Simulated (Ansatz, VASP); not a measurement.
**Two plane-wave programs on LiNbO3**

```
CELL_PARAMETERS angstrom
2.59245 1.49675 4.56263
-2.59245 1.49675 4.56263
0.00000 -2.99351 4.56263
ATOMIC_POSITIONS crystal
Li 0.25000 0.25000 0.25000
Li 0.75000 0.75000 0.75000
Nb 0.00000 0.00000 0.00000
Nb 0.50000 0.50000 0.50000
O 0.12844 0.37156 0.75000
O 0.75000 0.12844 0.37156
O 0.37156 0.75000 0.12844
O 0.25000 0.87156 0.62844
O 0.87156 0.62844 0.25000
O 0.62844 0.25000 0.87156
```

Alike in both runs: functional r2SCAN; k mesh 6 × 6 × 6; occupations gaussian, width 0.02 eV; no spin polarisation.

Ansatz relaxed the structure, and its values are those at the end. VASP's run is a single point on that final structure, the one shown.

|  | VASP | Ansatz |
| --- | --- | --- |
| version | VASP 6.6.1 | Ansatz 0.2.0 |
| potentials or method | VASP PAW PBE potentials, release 64 (Li_sv, Nb_sv, O), cutoff 520 eV | scalar-relativistic, plane waves, PAW |
| valence electrons in the cell | 68 | 68 |

```tsv
	VASP	Ansatz	Ansatz less VASP
gap on the k mesh at the Fermi level (eV)	2.96	2.98	+0.013
least direct gap on the mesh (eV)	3.08	3.09	+0.011
```

VASP's potentials were made for PBE, not for r2SCAN.

Noted on VASP's run: the cutoff is under 1.25 times that of the potentials, so the pressure is a little rough.
